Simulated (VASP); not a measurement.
Here is a VASP 6.6.1 calculation.

File INCAR:

```
  PREC = Accurate
  ENCUT = 520
  EDIFF = 1E-6
  ISMEAR = 0
  SIGMA = 0.05
  LREAL = F
  LASPH = T
  NELM = 150
  ALGO = Normal
  ISIF = 2
  LWAVE = F
  LCHARG = F
  ISPIN = 2
  MAGMOM = 1 1 0 0
  LORBIT = 11
  LMAXMIX = 4
  LDAU = T
  LDAUTYPE = 2
  LDAUL = 2 -1
  LDAUU = 8 0
  LDAUJ = 0 0
  LDAUPRINT = 1
  GGA = CA
  NBANDS = 29
```

Contents of KPOINTS:

```
regular mesh
0
Gamma
  7 7 7
```

The input POSCAR:

```
CuO
1.0
    0.0000000000      2.3272527300      2.3272527300
    2.3272527300      0.0000000000      2.3272527300
    4.6545054600      4.6545054600      0.0000000000
Cu O
2 2
Direct
    0.0000000000      0.0000000000      0.0000000000
    0.0000000000      0.0000000000      0.5000000000
    0.2500000000      0.2500000000      0.1250000000
    0.2500000000      0.2500000000      0.6250000000
```

Potentials or basis: VASP PAW LDA potentials, release 64 (Cu, O).

Command:

```console
$ cat potpaw_LDA.64/Cu/POTCAR potpaw_LDA.64/O/POTCAR > POTCAR
$ mpirun -np 1 vasp_std > vasp.out
```

Task: What does it give for the band gap on the k mesh?

Result: Zero (filled and empty bands overlap).

Task: What does it give for the site moments?

Result: Cu +0.46; O +0.47 μB.

Task: Estimate the net moment.

Result: 1.98 μB per cell.

Task: Predict the pressure.

Result: -21.1 GPa.

Stress tensor (GPa, compression positive):
```
-21.07  -0.05   0.05
 -0.05 -21.07   0.05
  0.05   0.05 -21.07
```

Caveat: the cell stands under tension.
